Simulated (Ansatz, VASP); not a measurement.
One calculation of V3Re, two programs

```
CELL_PARAMETERS angstrom
0.00000 2.92445 2.92445
2.92445 0.00000 2.92445
2.92445 2.92445 0.00000
ATOMIC_POSITIONS crystal
V 0.75000 0.75000 0.75000
V 0.25000 0.25000 0.25000
V 0.00000 0.00000 0.00000
Re 0.50000 0.50000 0.50000
```

Alike in both runs: task single point; functional LDA; k mesh 7 × 7 × 7; occupations fermi-dirac, width 0.1 eV; collinear spin.

|  | VASP | Ansatz |
| --- | --- | --- |
| version | VASP 6.6.1 | Ansatz 0.2.0 |
| potentials or method | VASP PAW LDA potentials, release 64 (V_sv, Re), cutoff 520 eV | plane waves, PAW |
| valence electrons in the cell | 46 | 54 |

```tsv
	VASP	Ansatz	Ansatz less VASP
pressure (GPa)	9.0	7.8	-1.18
net moment per atom (μB)	0.00	0.00	0.000
```

LDA's correlation is that of Perdew and Zunger in VASP and of Perdew and Wang (1992) in Ansatz. VASP's potentials hold 46 valence electrons a cell and Ansatz's 54, so a difference there can come from the potentials and not from the codes. Ansatz's warnings: seeded moment not kept.

Spin-orbit coupling is off throughout.
